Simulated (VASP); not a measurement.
# PbSe (l) (Fm-3m) in VASP: notebook

The runs below take PbSe (l) through single point, relaxation of cell and atoms, with LDA.

All numbers are computed with VASP 6.6.1; they aren't measurements. Logs are shortened: lines on timing, memory, paths and dates and some standing lists are left out, and cuts for length are marked.

**1. The cell of the first run**

The structure is cubic, space group Fm-3m (No. 225). The conventional cell has a = 6.182 Å, b = 6.182 Å, c = 6.182 Å, α = 90.00°, β = 90.00°, γ = 90.00°. Pb (site symmetry m-3m) has 6 Se at 3.09 Å within 4.1 Å. Se (site symmetry m-3m) has 6 Pb at 3.09 Å within 4.1 Å.

**2. Single point, LDA**

Input file INCAR:

```
PREC = Accurate
ENCUT = 500
EDIFF = 1E-6
ISMEAR = 0
SIGMA = 0.1
LREAL = F
LASPH = T
NELM = 120
ALGO = Normal
ISIF = 2
LWAVE = F
LCHARG = F
GGA = CA
NBANDS = 17
GGA_COMPAT = F
```

Input file KPOINTS:

```
Automatic mesh
0
Gamma
  6 6 6
```

Input file POSCAR:

```
PbSe
1.0
    0.0000000000      3.0908235400      3.0908235400
    3.0908235400      0.0000000000      3.0908235400
    3.0908235400      3.0908235400      0.0000000000
Pb Se
1 1
Direct
    0.0000000000      0.0000000000      0.0000000000
    0.5000000000      0.5000000000      0.5000000000
```

Potentials or basis: VASP PAW LDA potentials, release 64 (Pb_d, Se).

The run is started by

```
cat potpaw_LDA.64/Pb_d/POTCAR potpaw_LDA.64/Se/POTCAR > POTCAR
mpirun -np 1 vasp_std > vasp.out
```

OUTCAR:

```text
PREC = Accurate
   ENCUT = 500
   EDIFF = 1E-6
   ISMEAR = 0
   LREAL = F
   LASPH = T
   NELM = 120
   ISIF = 2
   GGA = CA

 ion  position               nearest neighbor table
   1  0.000  0.000  0.000-   2 3.09   2 3.09   2 3.09   2 3.09   2 3.09   2 3.09
   2  0.500  0.500  0.500-   1 3.09   1 3.09   1 3.09   1 3.09   1 3.09   1 3.09

  LATTYP: Found a face centered cubic cell.
 ALAT       =     6.1816470800

  Lattice vectors:

 A1 = (   0.0000000000,   3.0908235400,   3.0908235400)
 A2 = (   3.0908235400,   0.0000000000,   3.0908235400)
 A3 = (   3.0908235400,   3.0908235400,   0.0000000000)

Analysis of symmetry for initial positions (statically):
=====================================================================
 Subroutine PRICEL returns:
 Original cell was already a primitive cell.

 Routine SETGRP: Setting up the symmetry group for a
 face centered cubic supercell.

 Subroutine GETGRP returns: Found 48 space group operations
 (whereof 48 operations were pure point group operations)
 out of a pool of 48 trial point group operations.

The static configuration has the point symmetry O_h .

Analysis of symmetry for dynamics (positions and initial velocities):
=====================================================================
 Subroutine PRICEL returns:
 Original cell was already a primitive cell.

 Routine SETGRP: Setting up the symmetry group for a
 face centered cubic supercell.

 Subroutine GETGRP returns: Found 48 space group operations
 (whereof 48 operations were pure point group operations)
 out of a pool of 48 trial point group operations.

The dynamic configuration has the point symmetry O_h .

 Subroutine INISYM returns: Found 48 space group operations
 (whereof 48 operations are pure point group operations),
 and found     1 'primitive' translations

----------------------------------------------------------------------------------------

                                     Primitive cell

  volume of cell :      59.0545

  direct lattice vectors                    reciprocal lattice vectors
     0.000000000  3.090823540  3.090823540    -0.161769183  0.161769183  0.161769183
     3.090823540  0.000000000  3.090823540     0.161769183 -0.161769183  0.161769183
     3.090823540  3.090823540  0.000000000     0.161769183  0.161769183 -0.161769183

  length of vectors
     4.371084569  4.371084569  4.371084569     0.280192445  0.280192445  0.280192445

  position of ions in fractional coordinates (direct lattice)
     0.000000000  0.000000000  0.000000000
     0.500000000  0.500000000  0.500000000

  ion indices of the primitive-cell ions
   primitive index   ion index
                 1           1
                 2           2

----------------------------------------------------------------------------------------

 KPOINTS: Automatic mesh

Automatic generation of k-mesh.
 Grid dimensions read from file:
 generate k-points for:    6    6    6

 Generating k-lattice:

  Cartesian coordinates                     Fractional coordinates (reciprocal lattice)
    -0.026961531  0.026961531  0.026961531     0.166666667  0.000000000  0.000000000
     0.026961531 -0.026961531  0.026961531     0.000000000  0.166666667  0.000000000
     0.026961531  0.026961531 -0.026961531     0.000000000  0.000000000  0.166666667

  Length of vectors
     0.046698741  0.046698741  0.046698741

  Shift w.r.t. Gamma in fractional coordinates (k-lattice)
     0.000000000  0.000000000  0.000000000

 Subroutine IBZKPT returns following result:
 ===========================================

 Found     16 irreducible k-points:

 Following reciprocal coordinates:
            Coordinates               Weight
  0.000000  0.000000  0.000000      1.000000
  0.166667  0.000000  0.000000      8.000000
  0.333333  0.000000  0.000000      8.000000
  0.500000  0.000000  0.000000      4.000000
  0.166667  0.166667  0.000000      6.000000
  0.333333  0.166667  0.000000     24.000000
[... 8 lines left out ...]
 -0.333333  0.333333  0.166667     24.000000
 -0.333333  0.500000  0.166667     12.000000
   k-points           NKPTS =     16   k-points in BZ     NKDIM =     16   number of bands    NBANDS=     17
   number of dos      NEDOS =    301   number of ions     NIONS =      2
   total plane-waves  NPLWV =  32768
   dimension x,y,z NGX =    32 NGY =   32 NGZ =   32
   dimension x,y,z NGXF=    64 NGYF=   64 NGZF=   64
   ions per type =               1   1
   NGX,Y,Z   is equivalent  to a cutoff of  12.17, 12.17, 12.17 a.u.
   NGXF,Y,Z  is equivalent  to a cutoff of  24.34, 24.34, 24.34 a.u.
 SYSTEM =  unknown system
   PREC   = accura    normal or accurate (medium, high low for compatibility)
   ISTART =      0    job   : 0-new  1-cont  2-samecut
   ICHARG =      2    charge: 1-file 2-atom 10-const
   ISPIN  =      1    spin polarized calculation?
   LNONCOLLINEAR =      F non collinear calculations
   LSORBIT =      F    spin-orbit coupling
   LASPH  =      T    aspherical Exc in radial PAW
   ENCUT  =  500.0 eV  36.75 Ry    6.06 a.u.   7.97  7.97  7.97*2*pi/ulx,y,z
   NELM   =    120;   NELMIN=  2; NELMDL= -5     # of ELM steps
   EDIFF  = 0.1E-05   stopping-criterion for ELM
   LREAL  =      F    real-space projection
   EDIFFG = 0.1E-04   stopping-criterion for IOM
   NSW    =      0    number of steps for IOM
   IBRION =     -1    ionic relax: 0-MD 1-quasi-New 2-CG
   NFREE  =      0    steps in history (QN), initial steepest desc. (CG)
   ISIF   =      2    stress and relaxation
   ISYM   =      2    0-nonsym 1-usesym 2-fastsym
   POTIM  = 0.5000    time-step for ionic-motion
   TEBEG  =    0.0;   TEEND  =   0.0 temperature during run
   PSTRESS=    0.0 pullay stress
   NELECT =      20.0000    total number of electrons
   NUPDOWN=      -1.0000    fix difference up-down
   EMIN   =  10.00;   EMAX   =-10.00  energy-range for DOS
   EFERMI =   0.00;   METHOD = LEGACY
   ISMEAR =     0;   SIGMA  =   0.10  broadening in eV -4-tet -1-fermi 0-gaus
   EFERMI_NEDOS =   21; number of points for ismear=-14 and -15
   IALGO  =     38    algorithm
   IMIX   =      4    mixing-type and parameters
     AMIX     =   0.40;   BMIX     =  1.00
     AMIX_MAG =   1.60;   BMIX_MAG =  1.00
  volume/ion in A,a.u.               =      29.53       199.26
  Fermi-wavevector in a.u.,A,eV,Ry     =   1.141127  2.156417 17.717107  1.302171
  Thomas-Fermi vector in A             =   2.277828
   LORBIT       =      0    0 simple, 1 ext, 2 COOP (PROOUT), +10 PAW based schemes
   GGA     = CA    functional components
   LHFCALC =     F    Hartree Fock is set to
   AEXX    =    0.0000 exact exchange contribution
   IVDW    =     0    specifies the selected vdW correction
   LEPSILON=     F    determine dielectric tensor
   LRPA    =     F    only Hartree local field effects (RPA)
 non-spin polarized calculation
 Gauss-broadening in eV      SIGMA  =   0.10
  energy-cutoff  :      500.00
  volume of cell :       59.05
 maximum number of plane-waves:      1524
   NGX = 15   NGY = 15   NGZ = 15

 number of electron      19.9999993 magnetization

 Free energy of the ion-electron system (eV)
  ---------------------------------------------------
  ext. energy  EPLUGINS =         0.00000000
  ---------------------------------------------------
  free energy    TOTEN  =        -9.42009352 eV

  energy without entropy =       -9.41968569  energy(sigma->0) =       -9.41988961

 E-fermi :   4.6478     XC(G=0):  -9.7149

 val. band max:        4.5200208779   @ k =   0.5000   0.0000   0.0000
 cond. band min:       4.7756672611   @ k =   0.5000   0.0000   0.0000
 fundamental gap:      0.2556463832
 Fermi energy:         4.6478440691

 k-point     1 :       0.0000    0.0000    0.0000
  band No.  band energies     occupation
      1     -12.1843      2.00000
      2     -12.1843      2.00000
      3     -12.1838      2.00000
      4     -12.1838      2.00000
      5     -12.1838      2.00000
      6      -8.8292      2.00000
[... 9 lines left out ...]
     16      11.0784      0.00000
     17      12.6524      0.00000

 k-point     2 :       0.1667    0.0000    0.0000
  band No.  band energies     occupation
      1     -12.1896      2.00000
      2     -12.1896      2.00000
      3     -12.1828      2.00000
      4     -12.1764      2.00000
      5     -12.1764      2.00000
      6      -8.6322      2.00000
[... 9 lines left out ...]
     16      11.6412      0.00000
     17      14.2326      0.00000

 k-point     3 :       0.3333    0.0000    0.0000
  band No.  band energies     occupation
      1     -12.2004      2.00000
      2     -12.2004      2.00000
      3     -12.1813      2.00000
      4     -12.1614      2.00000
      5     -12.1614      2.00000
      6      -8.1467      2.00000
[... 9 lines left out ...]
     16      13.0753      0.00000
     17      16.0779      0.00000

 k-point     4 :       0.5000    0.0000    0.0000
  band No.  band energies     occupation
      1     -12.2057      2.00000
      2     -12.2057      2.00000
      3     -12.1808      2.00000
      4     -12.1538      2.00000
      5     -12.1538      2.00000
      6      -7.8247      2.00000
[... 9 lines left out ...]
     16      14.7047      0.00000
     17      14.7047      0.00000
[... 183 lines left out ...]
      1     -12.2409      2.00000
      2     -12.1864      2.00000
      3     -12.1840      2.00000
      4     -12.1585      2.00000
      5     -12.1540      2.00000
      6      -7.7821      2.00000
[... 9 lines left out ...]
     16      14.7207      0.00000
     17      15.0305      0.00000

 k-point    15 :      -0.3333    0.3333    0.1667
  band No.  band energies     occupation
      1     -12.2488      2.00000
      2     -12.1895      2.00000
      3     -12.1721      2.00000
      4     -12.1689      2.00000
      5     -12.1481      2.00000
      6      -7.5588      2.00000
[... 9 lines left out ...]
     16      15.8550      0.00000
     17      15.8832      0.00000

 k-point    16 :      -0.3333    0.5000    0.1667
  band No.  band energies     occupation
      1     -12.2731      2.00000
      2     -12.1865      2.00000
      3     -12.1788      2.00000
      4     -12.1579      2.00000
      5     -12.1429      2.00000
      6      -7.4719      2.00000
[... 9 lines left out ...]
     16      16.0521      0.00000
     17      17.2044      0.00000

------------------------ aborting loop because EDIFF is reached ----------------------------------------

  FORCE on cell =-STRESS in cart. coord.  units (eV):
  Direction    XX          YY          ZZ          XY          YZ          ZX
  --------------------------------------------------------------------------------------
  -------------------------------------------------------------------------------------
  Total       -1.2590643     -1.2590643     -1.2590643      0.0000000     -0.0000000      0.0000000
  in kB      -34.1590556    -34.1590556    -34.1590556      0.0000000     -0.0000000      0.0000000
  external PRESSURE =     -34.1590556 kB  Pullay stress =       0.0000000 kB

 VOLUME and BASIS-vectors are now :
 -----------------------------------------------------------------------------
  energy-cutoff  :      500.00
  volume of cell :       59.05
      direct lattice vectors                 reciprocal lattice vectors
     0.000000000  3.090823540  3.090823540    -0.161769183  0.161769183  0.161769183
     3.090823540  0.000000000  3.090823540     0.161769183 -0.161769183  0.161769183
     3.090823540  3.090823540  0.000000000     0.161769183  0.161769183 -0.161769183

 POSITION                                       TOTAL-FORCE (eV/Angst)
 -----------------------------------------------------------------------------------
      0.00000      0.00000      0.00000         0.000000      0.000000     -0.000000
      3.09082      3.09082      3.09082        -0.000000     -0.000000      0.000000
 -----------------------------------------------------------------------------------
    total drift:                                0.000000     -0.000000     -0.000000

  FREE ENERGIE OF THE ION-ELECTRON SYSTEM (eV)
  ---------------------------------------------------
  free  energy   TOTEN  =        -9.4200935198 eV

  energy  without entropy=       -9.4196856912  energy(sigma->0) =       -9.41988961
```

It took 7.5 s on 1 thread of Intel Xeon Platinum 8488C (Sapphire Rapids), shared host; peak memory 0.16 GiB.

What came out:

```
Free energy            : -9.4201 eV
Pressure               : -3.4 GPa
Band gap on the k mesh : 0.26 eV, direct
```

Caveat: spin-orbit coupling is left out, which moves the levels of the heavy elements. A k mesh can miss the band edges.

**3. Single point, LDA**

This run uses another cell than the first one, of 27.57 Å³/atom, 0.934 times its volume.

Input file INCAR:

```
SYSTEM = PbSe
PREC = Accurate
ENCUT = 500
EDIFF = 1E-6
ISMEAR = 0
SIGMA = 0.01
LREAL = .False.
LASPH = .True.
NELM = 120
ALGO = Normal
ISIF = 2
LWAVE = .False.
LCHARG = .False.
GGA = CA
NBANDS = 17
GGA_COMPAT = .False.
```

Input file KPOINTS:

```
regular mesh
0
Gamma
  10 10 10
  0 0 0
```

Input file POSCAR:

```
PbSe
1.0
    0.0000000000      3.0210732286      3.0210732286
    3.0210732286      0.0000000000      3.0210732286
    3.0210732286      3.0210732286      0.0000000000
Pb Se
1 1
Direct
    0.0000000000      0.0000000000      0.0000000000
    0.5000000000      0.5000000000      0.5000000000
```

Potentials or basis: VASP PAW LDA potentials, release 64 (Pb_d, Se).

The run is started by

```
cat potpaw_LDA.64/Pb_d/POTCAR potpaw_LDA.64/Se/POTCAR > POTCAR
mpirun -np 1 vasp_std > vasp.out
```

Run time: 19 s. Hardware: 1 thread of Intel Xeon Platinum 8488C (Sapphire Rapids), shared host; peak memory 0.18 GiB.

Results (log left out):

| Quantity | Value |
| --- | --- |
| Free energy | -9.4570 eV |
| Pressure | 0.1 GPa |
| Band gap on the k mesh | 0.03 eV, direct |

Levels at points of the mesh, in eV from the valence-band top:
| k point | band 7 | band 8 | band 9 | band 10 | band 11 | band 12 | band 13 | band 14 |
| --- | --- | --- | --- | --- | --- | --- | --- | --- |
| (0.00, 0.00, 0.00) | -6.36 | -2.09 | -2.09 | -2.09 | 4.65 | 4.65 | 4.65 | 6.35 |
| (0.50, 0.00, 0.00) | -9.13 | -1.63 | -1.63 | 0.00 | 0.03 | 1.48 | 1.48 | 8.42 |
| (0.50, 0.50, 0.00) | -7.56 | -5.39 | -3.53 | -3.53 | 3.41 | 5.62 | 5.62 | 6.07 |

Caveat: spin-orbit coupling is left out, which moves the levels of the heavy elements.

**4. Relaxation of cell and atoms, LDA**

Input file INCAR:

```
  PREC = Accurate
  ENCUT = 500
  EDIFF = 1E-7
  ISMEAR = 0
  SIGMA = 0.01
  LREAL = False
  LASPH = True
  NELM = 120
  ALGO = Normal
  ISIF = 3
  LWAVE = False
  LCHARG = False
  GGA = CA
  IBRION = 2
  NSW = 100
  EDIFFG = -0.002
  GGA_COMPAT = False
  NELMIN = 4
```

Input file KPOINTS:

```
regular mesh
0
Gamma
  10 10 10
```

Input file POSCAR:

```
PbSe
1.0
    0.0000000000      3.0908235400      3.0908235400
    3.0908235400      0.0000000000      3.0908235400
    3.0908235400      3.0908235400      0.0000000000
Pb Se
1 1
Direct
    0.0000000000      0.0000000000      0.0000000000
    0.5000000000      0.5000000000      0.5000000000
```

The run is started by

```
cat potpaw_LDA.64/Pb_d/POTCAR potpaw_LDA.64/Se/POTCAR > POTCAR
mpirun -np 1 vasp_std > vasp.out
```

Run time: 2.1 min. Hardware: 1 thread of Intel Xeon Platinum 8488C (Sapphire Rapids), shared host; peak memory 0.18 GiB.

It converged, with:

- Free energy: -9.4582 eV
- Relaxed volume: 27.63 Å³/atom
- Relaxed cell: a = 4.275 Å, b = 4.275 Å, c = 4.275 Å, α = 60.00°, β = 60.00°, γ = 60.00°
- Space group after relaxing (to 0.05 Å): Fm-3m (No. 225)
- Energy gained by relaxing: 21.0 meV/atom
- Ionic steps: 20
- Pressure after relaxing: 0.0 GPa
- Band gap on the k mesh: 0.03 eV, direct

The path:
```csv
step,energy change (eV),largest force (eV/Å),pressure (GPa),volume (Å³)
1,0.0000,0.0000,-3.34,59.05
2,-0.0365,0.0000,1.40,53.94
3,-0.0421,0.0000,0.03,55.23
4,-0.0421,0.0000,-0.04,55.30
5,-0.0421,0.0000,-0.05,55.30
6,-0.0421,0.0000,-0.04,55.30
7,-0.0421,0.0000,-0.04,55.30
8,-0.0421,0.0000,-0.04,55.30
9,-0.0421,0.0000,-0.04,55.30
10,-0.0421,0.0000,-0.04,55.30
11,-0.0421,0.0000,-0.04,55.30
12,-0.0421,0.0000,-0.04,55.30
13,-0.0421,0.0000,-0.04,55.30
14,-0.0421,0.0000,-0.04,55.30
15,-0.0421,0.0000,-0.04,55.29
16,-0.0421,0.0000,-0.03,55.28
17,-0.0421,0.0000,-0.01,55.27
18,-0.0421,0.0000,0.03,55.23
19,-0.0421,0.0000,0.02,55.25
20,-0.0421,0.0000,0.00,55.26
```

Final structure:
```cif
data_structure
_symmetry_space_group_name_H-M 'P 1'
_symmetry_Int_Tables_number 1
_cell_length_a 4.2754
_cell_length_b 4.2754
_cell_length_c 4.2754
_cell_angle_alpha 60.000
_cell_angle_beta 60.000
_cell_angle_gamma 60.000
_cell_volume 55.26
loop_
_atom_site_label
_atom_site_type_symbol
_atom_site_fract_x
_atom_site_fract_y
_atom_site_fract_z
_atom_site_occupancy
Pb1 Pb 0.00000 0.00000 0.00000 1
Se1 Se 0.50000 0.50000 0.50000 1
```

Levels at points of the mesh, in eV from the valence-band top:
```
           k point  band 6  band 7  band 8  band 9  band 10  band 11  band 12  band 13  band 14
(0.00, 0.00, 0.00)  -13.97   -6.36   -2.07   -2.07    -2.07     4.65     4.65     4.65     6.36
(0.50, 0.00, 0.00)  -12.80   -9.12   -1.62   -1.62     0.00     0.03     1.49     1.49     8.42
(0.50, 0.50, 0.00)  -12.37   -7.55   -5.37   -3.52    -3.52     3.42     5.62     5.62     6.07
```

Caveat: spin-orbit coupling is left out, which moves the levels of the heavy elements. A k mesh can miss the band edges.

**5. Summary**

| task | cell | k mesh | smearing | gap on the mesh (eV) | pressure (GPa) |
| --- | --- | --- | --- | --- | --- |
| single point | a = 4.371 Å, angles 60.0°, 2 atoms | 6 × 6 × 6 | gaussian 0.1 eV | 0.26 | -3.4 |
| single point | a = 4.272 Å, angles 60.0°, 2 atoms | 10 × 10 × 10 | gaussian 0.01 eV | 0.03 | 0.1 |
| relaxation of cell and atoms | relaxed from a = 4.371 Å, angles 60.0°, 2 atoms | 10 × 10 × 10 | gaussian 0.01 eV | 0.03 | 0.0 |

Alike in all rows: level LDA; potentials or basis VASP PAW LDA potentials, release 64 (Pb_d, Se); no spin polarisation; cutoff (eV) 500.

Caveats: spin-orbit coupling is left out, which moves the levels of the heavy elements.

Total energies depend on the potentials used, so only differences within one code and one set of settings carry meaning.
